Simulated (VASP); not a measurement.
Wanted: the native input for a VASP 6.6.1 run.

```
Task                   : single point
Functional             : PBE
Potentials or basis    : VASP PAW PBE potentials, release 64 (Rb_sv, Cl)
Cutoff                 : 500 eV
k mesh                 : 5 × 5 × 5
Occupations            : gaussian, width 0.01 eV
Spin                   : no spin polarisation
Dipole correction      : no
Further INCAR settings : ALGO = Normal; EDIFF = 1e-06; NBANDS = 15
```

The structure of RbCl lies in POSCAR:

```
RbCl
1.0
    0.0000000000      3.3276816722      3.3276816722
    3.3276816722      0.0000000000      3.3276816722
    3.3276816722      3.3276816722      0.0000000000
Rb Cl
1 1
Direct
    0.0000000000      0.0000000000      0.0000000000
    0.5000000000      0.5000000000      0.5000000000
```

These files were run (other wordings do the same):

INCAR

```
ALGO = Normal
EDIFF = 1E-6
ENCUT = 500
GGA = PE
GGA_COMPAT = F
ISIF = 2
ISMEAR = 0
LASPH = T
LCHARG = F
LREAL = F
LWAVE = F
NBANDS = 15
NELM = 120
PREC = Accurate
SIGMA = 0.01
```

KPOINTS

```
k-points
0
Gamma
  5 5 5
```

Potentials or basis: VASP PAW PBE potentials, release 64 (Rb_sv, Cl).

Run with:

```bash
$ cat potpaw_PBE.64/Rb_sv/POTCAR potpaw_PBE.64/Cl/POTCAR > POTCAR
$ mpirun -np 1 vasp_std > vasp.out
```

Results of the run:

- Pressure: 0.3 GPa
- Band gap on the k mesh: 4.89 eV, direct

Wall time 21 s on 1 thread of Intel Xeon 8259CL, with other jobs on the host, peak memory 0.2 GiB.
